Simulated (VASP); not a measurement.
# C (P6_3/mmc) in VASP: further runs, part 3 of 3

VASP 6.6.1.

## Step 6: Single point, PBE (volume scaled by 0.88)

INCAR reads:

```
PREC = Accurate ; ENCUT = 520
EDIFF = 1E-6 ; ISMEAR = -1
SIGMA = 0.05 ; LREAL = False
LASPH = True ; NELM = 100
ALGO = Normal ; ISIF = 2
LWAVE = False ; LCHARG = False
GGA = PE ; NBANDS = 16
```

KPOINTS reads:

```
regular mesh
0
Gamma
  14 14 4
```

POSCAR reads:

```
C
1.0
    2.3636711306      0.0000000000      0.0000000000
   -1.1818355653      2.0469992453      0.0000000000
    0.0000000000      0.0000000000      8.1710341582
C
4
Direct
    1.0000000000      1.0000000000      0.2500000000
    0.0000000000      0.0000000000      0.7500000000
    0.3333333333      0.6666666667      0.2500000000
    0.6666666667      0.3333333333      0.7500000000
```

Potentials or basis: VASP PAW PBE potentials, release 64 (C).

Run with:

```
$ cat potpaw_PBE.64/C/POTCAR > POTCAR
$ mpirun -np 1 vasp_std > vasp.out
```

OUTCAR:

```text
PREC = Accurate
   ENCUT = 520
   EDIFF = 1E-6
   ISMEAR = -1
   LREAL = False
   LASPH = True
   NELM = 100
   ISIF = 2
   GGA = PE

 ion  position               nearest neighbor table
   1  0.000  0.000  0.250-   3 1.36   3 1.36   3 1.36
   2  0.000  0.000  0.750-   4 1.36   4 1.36   4 1.36
   3  0.333  0.667  0.250-   1 1.36   1 1.36   1 1.36
   4  0.667  0.333  0.750-   2 1.36   2 1.36   2 1.36

  LATTYP: Found a hexagonal cell.
 ALAT       =     2.3636711306
 C/A-ratio  =     3.4569251418

  Lattice vectors:

 A1 = (   2.3636711306,   0.0000000000,   0.0000000000)
 A2 = (  -1.1818355653,   2.0469992453,   0.0000000000)
 A3 = (   0.0000000000,   0.0000000000,   8.1710341582)

Analysis of symmetry for initial positions (statically):
=====================================================================
 Subroutine PRICEL returns:
 Original cell was already a primitive cell.

 Routine SETGRP: Setting up the symmetry group for a
[... 168 lines left out ...]
  ext. energy  EPLUGINS =         0.00000000
  ---------------------------------------------------
  free energy    TOTEN  =       -36.36285826 eV

  energy without entropy =      -36.36285793  energy(sigma->0) =      -36.36285809

 E-fermi :   3.8140     XC(G=0):  -9.2049

 val. band max:        3.2068647334   @ k =   0.3571   0.2857   0.0000
 cond. band min:       4.4483798077   @ k =   0.3571   0.2857   0.0000
 fundamental gap:      1.2415150744
 Fermi energy:         3.8140027165

 k-point     1 :       0.0000    0.0000    0.0000
  band No.  band energies     occupation
      1     -16.7702      2.00000
      2     -16.7204      2.00000
      3      -4.9810      2.00000
      4      -4.3910      2.00000
      5       0.8473      2.00000
      6       0.8473      2.00000
[... 433 lines left out ...]
      3      -9.0488      2.00000
      4      -9.0445      2.00000
      5      -7.2695      2.00000
      6      -7.2561      2.00000
[... 8 lines left out ...]
     15      17.3795      0.00000
     16      18.8599      0.00000

 [... further k-points ...]
[... 5 lines left out ...]
  --------------------------------------------------------------------------------------
  -------------------------------------------------------------------------------------
  Total       12.9684251     12.9684251      0.0170240     -0.0000000      0.0000000      0.0000000
  in kB      525.5524445    525.5524445      0.6899049     -0.0000000      0.0000000      0.0000000
  external PRESSURE =     350.5982646 kB  Pullay stress =       0.0000000 kB

 VOLUME and BASIS-vectors are now :
 -----------------------------------------------------------------------------
  energy-cutoff  :      520.00
  volume of cell :       39.54
      direct lattice vectors                 reciprocal lattice vectors
     2.363671131  0.000000000  0.000000000     0.423070700  0.244259983  0.000000000
    -1.181835565  2.046999245  0.000000000     0.000000000  0.488519965  0.000000000
     0.000000000  0.000000000  8.171034158     0.000000000  0.000000000  0.122383530

 POSITION                                       TOTAL-FORCE (eV/Angst)
 -----------------------------------------------------------------------------------
      0.00000      0.00000      2.04276        -0.000000      0.000000      0.000000
      0.00000      0.00000      6.12828         0.000000      0.000000      0.000000
     -0.00000      1.36467      2.04276         0.000000     -0.000000     -0.000000
      1.18184      0.68233      6.12828        -0.000000      0.000000      0.000000
 -----------------------------------------------------------------------------------
    total drift:                                0.000000     -0.000000      0.000000

  FREE ENERGIE OF THE ION-ELECTRON SYSTEM (eV)
  ---------------------------------------------------
  free  energy   TOTEN  =       -36.3628582573 eV

  energy  without entropy=      -36.3628579317  energy(sigma->0) =      -36.36285809
```

OSZICAR:

```text
N       E                     dE             d eps       ncg     rms          rms(c)
DAV:   1     0.472562049869E+02    0.47256E+02   -0.78333E+03  2320   0.906E+02
DAV:   2    -0.365424724234E+02   -0.83799E+02   -0.74930E+02  3168   0.199E+02
DAV:   3    -0.399427637134E+02   -0.34003E+01   -0.33724E+01  3128   0.387E+01
DAV:   4    -0.399748573932E+02   -0.32094E-01   -0.32081E-01  2904   0.454E+00
DAV:   5    -0.399753922363E+02   -0.53484E-03   -0.53478E-03  3040   0.556E-01    0.105E+01
DAV:   6    -0.372655878952E+02    0.27098E+01   -0.19461E+00  2656   0.858E+00    0.616E+00
DAV:   7    -0.363455882684E+02    0.92000E+00   -0.24479E+00  2856   0.967E+00    0.186E+00
DAV:   8    -0.363640964831E+02   -0.18508E-01   -0.96316E-02  2824   0.183E+00    0.339E-01
DAV:   9    -0.363625053829E+02    0.15911E-02   -0.22225E-03  2920   0.319E-01    0.156E-01
DAV:  10    -0.363628493638E+02   -0.34398E-03   -0.15237E-03  2712   0.238E-01    0.915E-02
DAV:  11    -0.363628553068E+02   -0.59430E-05   -0.35912E-05  2992   0.396E-02    0.147E-02
DAV:  12    -0.363628579966E+02   -0.26898E-05   -0.23539E-06  2664   0.134E-02    0.203E-03
DAV:  13    -0.363628582573E+02   -0.26072E-06   -0.25722E-07  2448   0.359E-03
   1 F= -.36362858E+02 E0= -.36362858E+02  d E =-.325669E-06
```

stdout:

```text
POSCAR found type information on POSCAR C
 POSCAR found :  1 types and       4 ions
 scaLAPACK will be used
 LDA part: xc-table for (Slater+PW92), standard interpolation
 POSCAR, INCAR and KPOINTS ok, starting setup
 FFT: planning ... GRIDC
 FFT: planning ... GRID_SOFT
 FFT: planning ... GRID
 WAVECAR not read
 entering main loop
```

It took 73 s on 1 thread of Intel Xeon Platinum 8259CL at 2.50GHz (Skylake/Cascade Lake), shared host; peak memory 0.16 GiB.

Results:

```
Free energy            : -36.3629 eV
Pressure               : 35.1 GPa
Band gap on the k mesh : 1.24 eV, direct
```

Caveat: this functional lacks dispersion, which binds the layers, so the pressure and a relaxed spacing across them are unreliable.

## Step 7: Summary

```tsv
task	cell	k mesh	cutoff (eV)	smearing	gap on the mesh (eV)	pressure (GPa)
single point	a = 2.467, b = 2.467, c = 8.527 Å, angles 90.0, 90.0, 120.0°, 4 atoms	15 × 15 × 4	520	methfessel-paxton 0.6 eV	none	0.3
single point	a = 2.467, b = 2.467, c = 8.527 Å, angles 90.0, 90.0, 120.0°, 4 atoms	15 × 15 × 4	520	methfessel-paxton 1 eV	none	0.3
single point	a = 2.467, b = 2.467, c = 8.527 Å, angles 90.0, 90.0, 120.0°, 4 atoms	8 × 8 × 3	520	fermi-dirac 0.05 eV	1.90	0.4
relaxation of cell and atoms	relaxed from a = 2.464, b = 2.464, c = 6.711 Å, angles 90.0, 90.0, 120.0°, 4 atoms	8 × 8 × 3	600	fermi-dirac 0.05 eV	1.86	0.0
single point	a = 2.364, b = 2.364, c = 8.171 Å, angles 90.0, 90.0, 120.0°, 4 atoms	14 × 14 × 4	520	fermi-dirac 0.05 eV	1.24	35.1
```

Alike in all rows: level PBE; potentials or basis VASP PAW PBE potentials, release 64 (C); no spin polarisation.

On the cell as given the gap runs from zero (PBE) to 1.90 eV (PBE); the meshes differ, which moves gaps too.

Caveats: this functional lacks dispersion, which binds the layers, so the pressure and a relaxed spacing across them are unreliable.

Absolute energies hang on the potentials; compare differences alone.
